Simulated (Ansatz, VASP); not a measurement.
**One calculation of Au, two programs**

The input INCAR:

```
SYSTEM = Au
ALGO = Normal ; EDIFF = 1E-6
ENCUT = 520 ; GGA = CA
ISIF = 2 ; ISMEAR = -1
LASPH = .TRUE. ; LCHARG = .FALSE.
LREAL = .FALSE. ; LWAVE = .FALSE.
NBANDS = 12 ; NELM = 80
PREC = Accurate ; SIGMA = 0.1
```

KPOINTS

```
k-points
0
G
  22 22 22
  0 0 0
```

Contents of POSCAR:

```
Au
1.0
    0.0000000000      2.0755300951      2.0755300951
    2.0755300951      0.0000000000      2.0755300951
    2.0755300951      2.0755300951      0.0000000000
Au
1
Direct
    0.0000000000      0.0000000000      0.0000000000
```

Input for Ansatz:

```yaml
crystal:
  lattice:
    - [0.0, 2.0755300951, 2.0755300951]
    - [2.0755300951, 0.0, 2.0755300951]
    - [2.0755300951, 2.0755300951, 0.0]
  atoms:
    - { symbol: Au, position: [0.0, 0.0, 0.0] }
hamiltonian:
  xc: lda
  pseudopotentials:
    kind: paw
    azcp:
      Au: "pseudopotentials/Au.paw.azcp"
basis:
  ecutwfc: 420
  fft_grid_basis: typed
kpoints:
  mp_grid: { grid: [22, 22, 22], shift: [0, 0, 0] }
magnetization:
  spin_polarized: false
scf:
  occupations: { method: fermi_dirac, width: 0.1 }
output:
  stress: true
```

Alike in both runs: task single point; functional LDA; k mesh 22 × 22 × 22; occupations fermi-dirac, width 0.1 eV; no spin polarisation.

|  | VASP | Ansatz |
| --- | --- | --- |
| version | VASP 6.6.1 | Ansatz 0.2.0 |
| potentials or method | VASP PAW LDA potentials, release 64 (Au), cutoff 520 eV | plane waves (420 eV) with PAW, scalar-relativistic |
| valence electrons in the cell | 11 | 19 |

|  | VASP | Ansatz | Ansatz less VASP |
| --- | --- | --- | --- |
| pressure (GPa) | -11.4 | -11.8 | -0.39 |

Ansatz warns that its potentials were made for another functional, while VASP's fit it. LDA's correlation is that of Perdew and Zunger in VASP and of Perdew and Wang (1992) in Ansatz. VASP's potentials hold 11 valence electrons a cell and Ansatz's 19, so a difference there can come from the potentials and not from the codes.

Neither program's run includes spin-orbit coupling.
